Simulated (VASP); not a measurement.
# CuO (P1) in VASP: notebook

The runs below take CuO through single point, with PBE.

All numbers are computed with VASP 6.6.1; they aren't measurements. Logs are shortened: lines on timing, memory, paths and dates and some standing lists are left out, and cuts for length are marked.

## 1. The cell of the first run

The typed cell holds 4 atoms: a = 2.949 Å, b = 2.949 Å, c = 5.151 Å, α = 90.01°, β = 90.01°, γ = 89.85°.

## 2. Single point, PBE (atom 3 (O) moved by (-0.450, -0.225) A along y and z)

The input, INCAR:

```
PREC = Accurate
ENCUT = 520
EDIFF = 1E-6
ISMEAR = 0
SIGMA = 0.15
LREAL = False
LASPH = True
NELM = 60
ALGO = Normal
ISIF = 2
LWAVE = False
LCHARG = False
GGA = PE
NBANDS = 25
```

The input, KPOINTS:

```
regular mesh
0
Gamma
  16 16 10
```

The input, POSCAR:

```
CuO
1.0
    2.0814198224     -2.0824189793      0.1629652982
    2.0814198224      2.0824189793      0.1629652982
   -0.4035322497      0.0000000000      5.1352739038
Cu O
2 2
Direct
    0.0000000000      0.5000000000      0.0000000000
    0.5000000000      0.0000000000      0.5000000000
    0.6039089954      0.3876484541      0.2064533146
    0.4999171503      0.5000828497      0.7500000000
```

Potentials or basis: VASP PAW PBE potentials, release 64 (Cu, O).

Launch:

```sh
> cat potpaw_PBE.64/Cu/POTCAR potpaw_PBE.64/O/POTCAR > POTCAR
> mpirun -np 1 vasp_std > vasp.out
```

OUTCAR:

```text
PREC = Accurate
   ENCUT = 520
   EDIFF = 1E-6
   ISMEAR = 0
   LREAL = False
   LASPH = True
   NELM = 60
   ISIF = 2
   GGA = PE

 ion  position               nearest neighbor table
   1  0.000  0.500  0.000-   3 1.61   4 1.96   4 1.96   3 2.10
   2  0.500  0.000  0.500-   3 1.92   4 1.96   4 1.96   3 2.37
   3  0.604  0.388  0.206-   1 1.61   2 1.92   1 2.10   2 2.37
   4  0.500  0.500  0.750-   1 1.96   2 1.96   2 1.96   1 1.96

  LATTYP: Found a base centered monoclinic cell.
 ALAT       =     4.1755795600
 B/A-ratio  =     0.9974275184
 C/A-ratio  =     1.2336262085
 COS(beta)  =    -0.0002834722

  Lattice vectors:

 A1 = (   2.0814198224,  -2.0824189793,   0.1629652982)
 A2 = (   2.0814198224,   2.0824189793,   0.1629652982)
 A3 = (  -0.4035322497,   0.0000000000,   5.1352739038)

Analysis of symmetry for initial positions (statically):
=====================================================================
 Subroutine PRICEL returns:
 Original cell was already a primitive cell.

 Routine SETGRP: Setting up the symmetry group for a
 base centered monoclinic supercell.

 Subroutine GETGRP returns: Found  1 space group operations
 (whereof  1 operations were pure point group operations)
 out of a pool of  4 trial point group operations.

The static configuration has the point symmetry C_1 .

Analysis of symmetry for dynamics (positions and initial velocities):
=====================================================================
 Subroutine PRICEL returns:
 Original cell was already a primitive cell.

 Routine SETGRP: Setting up the symmetry group for a
 base centered monoclinic supercell.

 Subroutine GETGRP returns: Found  1 space group operations
 (whereof  1 operations were pure point group operations)
 out of a pool of  4 trial point group operations.

The dynamic configuration has the point symmetry C_1 .

 Subroutine INISYM returns: Found  1 space group operations
 (whereof  1 operations are pure point group operations),
 and found     1 'primitive' translations

----------------------------------------------------------------------------------------

                                     Primitive cell

  volume of cell :      44.7904

  direct lattice vectors                    reciprocal lattice vectors
     2.081419822 -2.082418979  0.162965298     0.238751724 -0.240105380  0.018761223
     2.081419822  2.082418979  0.162965298     0.238751724  0.240105380  0.018761223
    -0.403532250  0.000000000  5.135273904    -0.015153328  0.000000000  0.193540824

  length of vectors
     2.948785338  2.948785338  5.151104381     0.339123816  0.339123816  0.194133135

  position of ions in fractional coordinates (direct lattice)
     0.000000000  0.500000000  0.000000000
     0.500000000  0.000000000  0.500000000
     0.603908995  0.387648454  0.206453315
     0.499917150  0.500082850  0.750000000

  ion indices of the primitive-cell ions
   primitive index   ion index
                 1           1
                 2           2
                 3           3
                 4           4

----------------------------------------------------------------------------------------

 KPOINTS: regular mesh

Automatic generation of k-mesh.
 Grid dimensions read from file:
 generate k-points for:   16   16   10

 Generating k-lattice:

  Cartesian coordinates                     Fractional coordinates (reciprocal lattice)
     0.014921983 -0.015006586  0.001172576     0.062500000  0.000000000  0.000000000
     0.014921983  0.015006586  0.001172576     0.000000000  0.062500000  0.000000000
    -0.001515333  0.000000000  0.019354082     0.000000000  0.000000000  0.100000000

  Length of vectors
     0.021195239  0.021195239  0.019413313

  Shift w.r.t. Gamma in fractional coordinates (k-lattice)
     0.000000000  0.000000000  0.000000000

 Subroutine IBZKPT returns following result:
 ===========================================

 Found   1284 irreducible k-points:

 Following reciprocal coordinates:
            Coordinates               Weight
  0.000000  0.000000  0.000000      1.000000
  0.062500  0.000000 -0.000000      2.000000
 -0.000000 -0.062500  0.000000      2.000000
  0.125000  0.000000 -0.000000      2.000000
 -0.000000 -0.125000  0.000000      2.000000
  0.187500  0.000000  0.000000      2.000000
[... 16 lines left out ...]
  0.250000  0.062500  0.000000      2.000000
 -0.062500 -0.250000  0.000000      2.000000
 [... further k-points ...]
   k-points           NKPTS =   1284   k-points in BZ     NKDIM =   1284   number of bands    NBANDS=     25
   number of dos      NEDOS =    301   number of ions     NIONS =      4
   total plane-waves  NPLWV =  23040
   dimension x,y,z NGX =    24 NGY =   24 NGZ =   40
   dimension x,y,z NGXF=    48 NGYF=   48 NGZF=   80
   ions per type =               2   2
   NGX,Y,Z   is equivalent  to a cutoff of  13.53, 13.53, 12.91 a.u.
   NGXF,Y,Z  is equivalent  to a cutoff of  27.06, 27.06, 25.82 a.u.
 SYSTEM =  unknown system
   PREC   = accura    normal or accurate (medium, high low for compatibility)
   ISTART =      0    job   : 0-new  1-cont  2-samecut
   ICHARG =      2    charge: 1-file 2-atom 10-const
   ISPIN  =      1    spin polarized calculation?
   LNONCOLLINEAR =      F non collinear calculations
   LSORBIT =      F    spin-orbit coupling
   LASPH  =      T    aspherical Exc in radial PAW
   ENCUT  =  520.0 eV  38.22 Ry    6.18 a.u.   5.48  5.48  9.58*2*pi/ulx,y,z
   NELM   =     60;   NELMIN=  2; NELMDL= -5     # of ELM steps
   EDIFF  = 0.1E-05   stopping-criterion for ELM
   LREAL  =      F    real-space projection
   EDIFFG = 0.1E-04   stopping-criterion for IOM
   NSW    =      0    number of steps for IOM
   IBRION =     -1    ionic relax: 0-MD 1-quasi-New 2-CG
   NFREE  =      0    steps in history (QN), initial steepest desc. (CG)
   ISIF   =      2    stress and relaxation
   ISYM   =      2    0-nonsym 1-usesym 2-fastsym
   POTIM  = 0.5000    time-step for ionic-motion
   TEBEG  =    0.0;   TEEND  =   0.0 temperature during run
   PSTRESS=    0.0 pullay stress
   NELECT =      34.0000    total number of electrons
   NUPDOWN=      -1.0000    fix difference up-down
   EMIN   =  10.00;   EMAX   =-10.00  energy-range for DOS
   EFERMI =   0.00;   METHOD = LEGACY
   ISMEAR =     0;   SIGMA  =   0.15  broadening in eV -4-tet -1-fermi 0-gaus
   EFERMI_NEDOS =   21; number of points for ismear=-14 and -15
   IALGO  =     38    algorithm
   IMIX   =      4    mixing-type and parameters
     AMIX     =   0.40;   BMIX     =  1.00
     AMIX_MAG =   1.60;   BMIX_MAG =  1.00
  volume/ion in A,a.u.               =      11.20        75.57
  Fermi-wavevector in a.u.,A,eV,Ry     =   1.493388  2.822095 30.343829  2.230209
  Thomas-Fermi vector in A             =   2.605795
   LORBIT       =      0    0 simple, 1 ext, 2 COOP (PROOUT), +10 PAW based schemes
   GGA     = PE    functional components
   LHFCALC =     F    Hartree Fock is set to
   AEXX    =    0.0000 exact exchange contribution
   IVDW    =     0    specifies the selected vdW correction
   LEPSILON=     F    determine dielectric tensor
   LRPA    =     F    only Hartree local field effects (RPA)
 non-spin polarized calculation
 Gauss-broadening in eV      SIGMA  =   0.15
  energy-cutoff  :      520.00
  volume of cell :       44.79
 maximum number of plane-waves:      1236
 NGX is ok and might be reduce to    24
   NGX = 11   NGY = 11   NGZ = 19

 number of electron      34.0000016 magnetization

 Free energy of the ion-electron system (eV)
  ---------------------------------------------------
  ext. energy  EPLUGINS =         0.00000000
  ---------------------------------------------------
  free energy    TOTEN  =       -18.57533551 eV

  energy without entropy =      -18.55091980  energy(sigma->0) =      -18.56312765

 E-fermi :   4.6104     XC(G=0): -11.2479

 val. band max:        4.6093593666   @ k =  -0.0625   0.1875   0.1000
 cond. band min:       4.6110886894   @ k =   0.1250   0.0000   0.4000
 fundamental gap:      0.0017293227
 Fermi energy:         4.6103990632

 k-point     1 :       0.0000    0.0000    0.0000
  band No.  band energies     occupation
      1     -15.1215      2.00000
      2     -13.7450      2.00000
      3      -3.3471      2.00000
      4      -1.5228      2.00000
      5      -0.2799      2.00000
      6       0.4279      2.00000
[... 17 lines left out ...]
     24      19.2857      0.00000
     25      19.6380      0.00000

 k-point     2 :       0.0625    0.0000   -0.0000
  band No.  band energies     occupation
      1     -15.0998      2.00000
      2     -13.7418      2.00000
      3      -3.3084      2.00000
      4      -1.5322      2.00000
      5      -0.2630      2.00000
      6       0.3989      2.00000
[... 17 lines left out ...]
     24      18.9418      0.00000
     25      19.7511      0.00000

 k-point     3 :      -0.0000   -0.0625    0.0000
  band No.  band energies     occupation
      1     -15.1036      2.00000
      2     -13.7375      2.00000
      3      -3.3190      2.00000
      4      -1.5212      2.00000
      5      -0.3054      2.00000
      6       0.3194      2.00000
[... 17 lines left out ...]
     24      19.0884      0.00000
     25      19.4306      0.00000

 k-point     4 :       0.1250    0.0000   -0.0000
  band No.  band energies     occupation
      1     -15.0369      2.00000
      2     -13.7328      2.00000
      3      -3.1957      2.00000
      4      -1.5568      2.00000
      5      -0.2243      2.00000
      6       0.0923      2.00000
[... 17 lines left out ...]
     24      18.8320      0.00000
     25      19.9380      0.00000

 k-point     5 :      -0.0000   -0.1250    0.0000
  band No.  band energies     occupation
      1     -15.0518      2.00000
      2     -13.7157      2.00000
      3      -3.2386      2.00000
      4      -1.5175      2.00000
      5      -0.3801      2.00000
      6       0.0338      2.00000
[... 17 lines left out ...]
     24      18.8141      0.00000
     25      19.5264      0.00000

 k-point     6 :       0.1875    0.0000    0.0000
  band No.  band energies     occupation
      1     -14.9401      2.00000
      2     -13.7198      2.00000
      3      -3.0198      2.00000
      4      -1.5936      2.00000
      5      -0.4330      2.00000
      6      -0.1129      2.00000
[... 17 lines left out ...]
     24      18.9848      0.00000
     25      20.1409      0.00000
[... 393 lines left out ...]
 k-point    21 :       0.1875    0.0625    0.0000
  band No.  band energies     occupation
      1     -14.9213      2.00000
      2     -13.7149      2.00000
      3      -2.9842      2.00000
      4      -1.5963      2.00000
      5      -0.4311      2.00000
      6      -0.0851      2.00000
[... 17 lines left out ...]
     24      18.4334      0.00000
     25      20.0447      0.00000

 k-point    22 :      -0.0625   -0.1875   -0.0000
  band No.  band energies     occupation
      1     -14.9501      2.00000
      2     -13.6823      2.00000
      3      -3.0725      2.00000
      4      -1.5312      2.00000
      5      -0.4484      2.00000
      6      -0.3555      2.00000
[... 17 lines left out ...]
     24      18.3282      0.00000
     25      19.5628      0.00000

 k-point    23 :       0.2500    0.0625    0.0000
  band No.  band energies     occupation
      1     -14.8026      2.00000
      2     -13.7015      2.00000
      3      -2.7623      2.00000
      4      -1.6692      2.00000
      5      -0.8544      2.00000
      6      -0.0207      2.00000
[... 17 lines left out ...]
     24      18.6716      0.00000
     25      20.0293      0.00000

 k-point    24 :      -0.0625   -0.2500    0.0000
  band No.  band energies     occupation
      1     -14.8539      2.00000
      2     -13.6442      2.00000
      3      -2.9300      2.00000
      4      -1.5428      2.00000
      5      -0.8204      2.00000
      6      -0.5140      2.00000
[... 17 lines left out ...]
     24      18.5051      0.00000
     25      19.4216      0.00000

 [... further k-points ...]
[... 5 lines left out ...]
  --------------------------------------------------------------------------------------
  -------------------------------------------------------------------------------------
  Total        4.7538636      0.8217697      3.7739831     -1.8486054      1.7460883     -4.1770282
  in kB      170.0482190     29.3951393    134.9973739    -66.1255930     62.4585021   -149.4145123
  external PRESSURE =     111.4802441 kB  Pullay stress =       0.0000000 kB

 VOLUME and BASIS-vectors are now :
 -----------------------------------------------------------------------------
  energy-cutoff  :      520.00
  volume of cell :       44.79
      direct lattice vectors                 reciprocal lattice vectors
     2.081419822 -2.082418979  0.162965298     0.238751724 -0.240105380  0.018761223
     2.081419822  2.082418979  0.162965298     0.238751724  0.240105380  0.018761223
    -0.403532250  0.000000000  5.135273904    -0.015153328  0.000000000  0.193540824

 POSITION                                       TOTAL-FORCE (eV/Angst)
 -----------------------------------------------------------------------------------
      1.04071      1.04121      0.08148         4.150615     -3.362723     -3.847142
      0.83894     -1.04121      2.64912        -0.117039     -0.889092     -0.209058
      1.98054     -0.45035      1.22178        -4.226718      3.370155      4.601499
      1.77877      0.00035      4.01442         0.193142      0.881660     -0.545299
 -----------------------------------------------------------------------------------
    total drift:                               -0.000223     -0.000773     -0.000074

  FREE ENERGIE OF THE ION-ELECTRON SYSTEM (eV)
  ---------------------------------------------------
  free  energy   TOTEN  =       -18.5753355099 eV

  energy  without entropy=      -18.5509197964  energy(sigma->0) =      -18.56312765
```

Wall time 9.6 min (1 thread of Intel Xeon 6975P-C (Granite Rapids), shared host); peak memory 1.1 GiB.

What came out:

```
Free energy            : -18.5753 eV
Pressure               : 11.1 GPa
Largest force          : 7.099 eV/Å
Band gap on the k mesh : zero (bands 17 and 18 overlap by 0.62 eV)
```

Forces on the atoms (eV/Å):
```
Cu   4.151 -3.363 -3.847
Cu  -0.117 -0.889 -0.209
O   -4.227  3.370  4.601
O    0.193  0.882 -0.545
```

Caveat: the cell differs from its parent crystal (atom 3 (O) moved by (-0.450, -0.225) A along y and z); the cell stands under pressure; semilocal functionals often make such compounds metallic where correlation or magnetic order opens a gap, which also shifts bond lengths; forces of over 1 eV/Å act on the atoms, so gaps and moduli don't describe the material at rest.

## 3. Single point, PBE (atom 3 (O) moved by (+0.450, -0.450) A along y and z)

The input, INCAR:

```
  PREC = Accurate
  ENCUT = 520
  EDIFF = 1E-6
  ISMEAR = 0
  SIGMA = 0.15
  LREAL = F
  LASPH = T
  NELM = 80
  ALGO = Fast
  ISIF = 2
  LWAVE = F
  LCHARG = T
  GGA = PE
  LELF = T
  LVHAR = T
  NBANDS = 25
```

The input, KPOINTS:

```
Automatic mesh
0
Gamma
  16 16 10
```

POSCAR: that of step 2 with these lines changed.

```diff
@@ -10,3 +10,3 @@
     0.5000000000      0.0000000000      0.5000000000
-    0.6039089954      0.3876484541      0.2064533146
+    0.3835928783      0.5995220207      0.1629066292
     0.4999171503      0.5000828497      0.7500000000
```

Potentials or basis: VASP PAW PBE potentials, release 64 (Cu, O).

Launch:

```sh
> cat potpaw_PBE.64/Cu/POTCAR potpaw_PBE.64/O/POTCAR > POTCAR
> mpirun -np 1 vasp_std > vasp.out
```

Run time: 16 min. Hardware: 1 thread of Oxide Virtual Turin-like, shared host; peak memory 1.1 GiB.

It converged, with:

```yaml
Free_energy: -16.1971 eV
Pressure: 31.5 GPa
Largest_force: 19.373 eV/Å
Band_gap_on_the_k_mesh: zero (bands 17 and 18 overlap by 0.63 eV)
```

Forces in eV/Å, atoms in the order of the input:
```
Cu  -10.778   7.836 -11.943
Cu   -0.184   0.445  -0.635
O    10.996  -7.332  14.164
O    -0.034  -0.949  -1.586
```

Stress tensor (GPa, compression positive):
```
 37.53 -22.83  33.69
-22.83  15.31 -19.47
 33.69 -19.47  41.53
```

Levels at points of the mesh, in eV from the Fermi level:
```tsv
k point	band 14	band 15	band 16	band 17	band 18	band 19	band 20	band 21
(0.00, 0.00, 0.00)	-1.77	-1.59	-0.76	0.28	0.75	1.54	6.09	6.91
(0.50, 0.00, 0.00)	-1.67	-1.35	-0.53	-0.15	0.50	3.26	5.68	7.24
(0.00, 0.50, 0.00)	-1.84	-1.60	-1.24	0.12	1.21	4.04	5.92	6.07
(0.50, 0.50, 0.00)	-1.78	-1.69	-1.43	-0.83	0.97	2.56	6.96	8.28
(0.00, 0.00, 0.50)	-1.84	-1.26	-0.79	-0.26	0.82	2.95	3.97	10.12
(0.50, 0.00, 0.50)	-1.86	-1.67	-0.90	-0.23	0.27	3.54	6.53	7.49
(0.00, 0.50, 0.50)	-1.82	-1.64	-1.44	-0.24	1.25	4.44	5.81	7.13
(0.50, 0.50, 0.50)	-1.80	-1.41	-1.11	-0.53	-0.22	4.02	4.17	8.56
```

Caveat: the cell differs from its parent crystal (atom 3 (O) moved by (+0.450, -0.450) A along y and z); the cell stands under pressure; semilocal functionals often make such compounds metallic where correlation or magnetic order opens a gap, which also shifts bond lengths; forces of over 1 eV/Å act on the atoms, so gaps and moduli don't describe the material at rest.

## 4. Single point, PBE (atom 3 (O) moved by (-0.225, -0.450) A along y and z)

The input, INCAR:

```
  PREC = Accurate
  ENCUT = 520
  EDIFF = 1E-6
  ISMEAR = 0
  SIGMA = 0.15
  LREAL = False
  LASPH = True
  NELM = 80
  ALGO = Fast
  ISIF = 2
  LWAVE = False
  LCHARG = False
  GGA = PE
  NBANDS = 25
```

KPOINTS is that of step 3.

POSCAR: that of step 3 with these lines changed.

```diff
@@ -10,3 +10,3 @@
     0.5000000000      0.0000000000      0.5000000000
-    0.3835928783      0.5995220207      0.1629066292
+    0.5456640097      0.4374508894      0.1629066292
     0.4999171503      0.5000828497      0.7500000000
```

Launch:

```sh
> cat potpaw_PBE.64/Cu/POTCAR potpaw_PBE.64/O/POTCAR > POTCAR
> mpirun -np 1 vasp_std > vasp.out
```

Run time: 30 min. Hardware: 1 thread of Oxide Virtual Turin-like, shared host; peak memory 1.1 GiB.

It converged, with:

```
Free energy            : -17.9012 eV
Pressure               : 18.5 GPa
Largest force          : 9.669 eV/Å
Band gap on the k mesh : zero (bands 17 and 18 overlap by 0.75 eV)
```

Forces in eV/Å, atoms in the order of the input:
```
Cu   4.312 -3.109 -5.376
Cu   0.164 -0.206 -0.895
O   -4.799  2.796  7.915
O    0.323  0.519 -1.644
```

Stress tensor (GPa, compression positive):
```
 22.09 -16.73 -11.15
-16.73  14.23   5.29
-11.15   5.29  19.13
```

Levels at points of the mesh, in eV from the Fermi level:
```tsv
k point	band 14	band 15	band 16	band 17	band 18	band 19	band 20	band 21
(0.00, 0.00, 0.00)	-1.92	-1.82	-0.85	0.28	1.03	1.39	6.08	6.92
(0.50, 0.00, 0.00)	-1.75	-1.48	-0.65	-0.08	0.34	3.12	5.71	7.22
(0.00, 0.50, 0.00)	-1.77	-1.66	-1.53	0.36	1.27	3.79	5.85	6.02
(0.50, 0.50, 0.00)	-1.77	-1.63	-1.49	-0.83	0.82	2.26	7.08	8.15
(0.00, 0.00, 0.50)	-1.85	-1.53	-1.20	-0.33	0.98	2.99	3.90	10.58
(0.50, 0.00, 0.50)	-1.98	-1.68	-1.16	-0.22	0.30	3.45	6.86	7.38
(0.00, 0.50, 0.50)	-1.96	-1.81	-1.60	-0.22	1.34	4.39	5.76	7.11
(0.50, 0.50, 0.50)	-1.71	-1.42	-1.10	-0.82	-0.39	3.94	4.09	8.48
```

Caveat: the cell differs from its parent crystal (atom 3 (O) moved by (-0.225, -0.450) A along y and z); the cell stands under pressure; semilocal functionals often make such compounds metallic where correlation or magnetic order opens a gap, which also shifts bond lengths; forces of over 1 eV/Å act on the atoms, so gaps and moduli don't describe the material at rest.

## 5. Summary

| cell | gap on the mesh (eV) | pressure (GPa) | largest force (eV/Å) |
| --- | --- | --- | --- |
| as given, atomic positions A | none | 11.1 | 7.10 |
| as given, atomic positions B | none | 31.5 | 19.37 |
| as given, atomic positions C | none | 18.5 | 9.67 |

Alike in all rows: task single point; level PBE; potentials or basis VASP PAW PBE potentials, release 64 (Cu, O); no spin polarisation; k mesh 16 × 16 × 10; cutoff (eV) 520; smearing gaussian 0.15 eV.

Caveats: the cell stands under pressure; semilocal functionals often make such compounds metallic where correlation or magnetic order opens a gap, which also shifts bond lengths; forces of over 1 eV/Å act on the atoms, so gaps and moduli don't describe the material at rest.

Total energies depend on the potentials used, so only differences within one code and one set of settings carry meaning.
